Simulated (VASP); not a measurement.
# ScPt (P4/mmm) in VASP: notebook, part 2 of 2

VASP 6.6.1. The steps go on from the part before.

## (3) Electric field gradients, LDA (equal xx and yy strain of +2 %)

INCAR

```
PREC = Accurate
ENCUT = 520
EDIFF = 1E-8
ISMEAR = -1
SIGMA = 0.05
LREAL = False
LASPH = True
NELM = 80
ALGO = Normal
ISIF = 2
LWAVE = False
LCHARG = False
LEFG = True
NBANDS = 18
```

KPOINTS

```
regular mesh
0
Gamma
  10 10 10
```

POSCAR

```
ScPt
1.0
    3.3354000000      0.0000000000      0.0000000000
    0.0000000000      3.3354000000      0.0000000000
    0.0000000000      0.0000000000      3.2700000000
Sc Pt
1 1
Direct
    0.5000000000      0.5000000000      0.5000000000
    0.0000000000      0.0000000000      0.0000000000
```

Potentials or basis: VASP PAW LDA potentials, release 64 (Sc_sv, Pt).

Started as:

```console
> cat potpaw_LDA.64/Sc_sv/POTCAR potpaw_LDA.64/Pt/POTCAR > POTCAR
> mpirun -np 1 vasp_std > vasp.out
```

OUTCAR:

```text
PREC = Accurate
   ENCUT = 520
   EDIFF = 1E-8
   ISMEAR = -1
   LREAL = False
   LASPH = True
   NELM = 80
   ISIF = 2

 ion  position               nearest neighbor table
   1  0.500  0.500  0.500-   2 2.87   2 2.87   2 2.87   2 2.87   2 2.87   2 2.87   2 2.87   2 2.87

   2  0.000  0.000  0.000-   1 2.87   1 2.87   1 2.87   1 2.87   1 2.87   1 2.87   1 2.87   1 2.87

  LATTYP: Found a simple tetragonal cell.
 ALAT       =     3.3354000000
 C/A-ratio  =     0.9803921569

  Lattice vectors:

 A1 = (   3.3354000000,   0.0000000000,   0.0000000000)
 A2 = (   0.0000000000,   3.3354000000,   0.0000000000)
 A3 = (   0.0000000000,   0.0000000000,   3.2700000000)

Analysis of symmetry for initial positions (statically):
=====================================================================
 Subroutine PRICEL returns:
 Original cell was already a primitive cell.

 Routine SETGRP: Setting up the symmetry group for a
 simple tetragonal supercell.

[... 694 lines left out ...]
     3.335400000  0.000000000  0.000000000     0.299814115  0.000000000  0.000000000
     0.000000000  3.335400000  0.000000000     0.000000000  0.299814115  0.000000000
     0.000000000  0.000000000  3.270000000     0.000000000  0.000000000  0.305810398

 POSITION                                       TOTAL-FORCE (eV/Angst)
 -----------------------------------------------------------------------------------
      1.66770      1.66770      1.63500         0.000000      0.000000      0.000000
      0.00000      0.00000      0.00000         0.000000      0.000000      0.000000
 -----------------------------------------------------------------------------------
    total drift:                                0.000000      0.000000      0.000000

  FREE ENERGIE OF THE ION-ELECTRON SYSTEM (eV)
  ---------------------------------------------------
  free  energy   TOTEN  =       -16.5883334491 eV

  energy  without entropy=      -16.5731992347  energy(sigma->0) =      -16.58076634

 Electric field gradients (V/A^2)
---------------------------------------------------------------------
 ion       V_xx      V_yy      V_zz      V_xy      V_xz      V_yz
---------------------------------------------------------------------
   1      -1.010    -1.010     2.019     0.000    -0.000    -0.000
   2      -1.415    -1.415     2.829     0.000    -0.000    -0.000
---------------------------------------------------------------------

 Electric field gradients after diagonalization (V/A^2)
 (convention: |V_zz| > |V_xx| > |V_yy|)
----------------------------------------------------------------------
 ion       V_xx      V_yy      V_zz     asymmetry (V_yy - V_xx)/ V_zz
----------------------------------------------------------------------
   1      -1.010    -1.010     2.019       0.000
   2      -1.415    -1.415     2.829       0.000
----------------------------------------------------------------------

           NMR quadrupolar parameters

 Cq : quadrupolar parameter    Cq=e*Q*V_zz/h
 eta: asymmetry parameters     (V_yy - V_xx)/ V_zz
 Q  : nuclear electric quadrupole moment in mb (millibarn)
----------------------------------------------------------------------
 ion       Cq(MHz)       eta       Q (mb)
----------------------------------------------------------------------
   1       0.005       0.000       1.000
   2       0.007       0.000       1.000
----------------------------------------------------------------------
```

OSZICAR:

```text
N       E                     dE             d eps       ncg     rms          rms(c)
DAV:   1     0.191374961860E+03    0.19137E+03   -0.10368E+04  4720   0.122E+03
DAV:   2    -0.808798158833E+01   -0.19946E+03   -0.19235E+03  4634   0.369E+02
DAV:   3    -0.178401694899E+02   -0.97522E+01   -0.91281E+01  6064   0.889E+01
DAV:   4    -0.180740048152E+02   -0.23384E+00   -0.23271E+00  6764   0.144E+01
DAV:   5    -0.180763541421E+02   -0.23493E-02   -0.23491E-02  5910   0.109E+00    0.910E+00
DAV:   6    -0.168201187298E+02    0.12562E+01   -0.19311E+00  6258   0.199E+01    0.370E+00
DAV:   7    -0.166224185541E+02    0.19770E+00   -0.76411E-01  6144   0.662E+00    0.118E+00
DAV:   8    -0.165949948316E+02    0.27424E-01   -0.10238E-01  6926   0.317E+00    0.604E-01
DAV:   9    -0.165899254937E+02    0.50693E-02   -0.29659E-02  5758   0.266E+00    0.310E-01
DAV:  10    -0.165885462812E+02    0.13792E-02   -0.98022E-03  6012   0.137E+00    0.881E-02
DAV:  11    -0.165883342103E+02    0.21207E-03   -0.74189E-04  6786   0.363E-01    0.114E-02
DAV:  12    -0.165883336103E+02    0.60001E-06   -0.14628E-05  6970   0.366E-02    0.402E-03
DAV:  13    -0.165883334959E+02    0.11439E-06   -0.53830E-07  6860   0.860E-03    0.223E-03
DAV:  14    -0.165883334492E+02    0.46696E-07   -0.20173E-07  6838   0.386E-03    0.137E-04
DAV:  15    -0.165883334491E+02    0.14484E-09   -0.32399E-09  2732   0.461E-04
   1 F= -.16588333E+02 E0= -.16580766E+02  d E =-.151342E-01
```

stdout:

```text
POSCAR found type information on POSCAR ScPt
 POSCAR found :  2 types and       2 ions
 scaLAPACK will be used
 LDA part: xc-table for (Slater(with rela. corr.)+CA(PZ))
 , standard interpolation
 POSCAR, INCAR and KPOINTS ok, starting setup
 FFT: planning ... GRIDC
 FFT: planning ... GRID_SOFT
 FFT: planning ... GRID
 WAVECAR not read
 entering main loop
ion   1

ion   2
```

Wall time 49 s (1 thread of AMD EPYC 9R45 (Zen 5), shared host); peak memory 0.17 GiB.

What came out:

```
Free energy : -16.5883 eV
Pressure    : -9.9 GPa
```

Electric field gradients, principal values (V/Å²):
| atom | least | middle | greatest (by size) |
| --- | --- | --- | --- |
| 1 Sc | -1.010 | -1.010 | 2.019 |
| 2 Pt | -1.415 | -1.415 | 2.829 |

Caveat: the cell differs from its parent crystal (equal xx and yy strain of +2 %); without QUAD_EFG the Cq values of the log hold for a quadrupole moment of 1 mb, not for the nuclei.
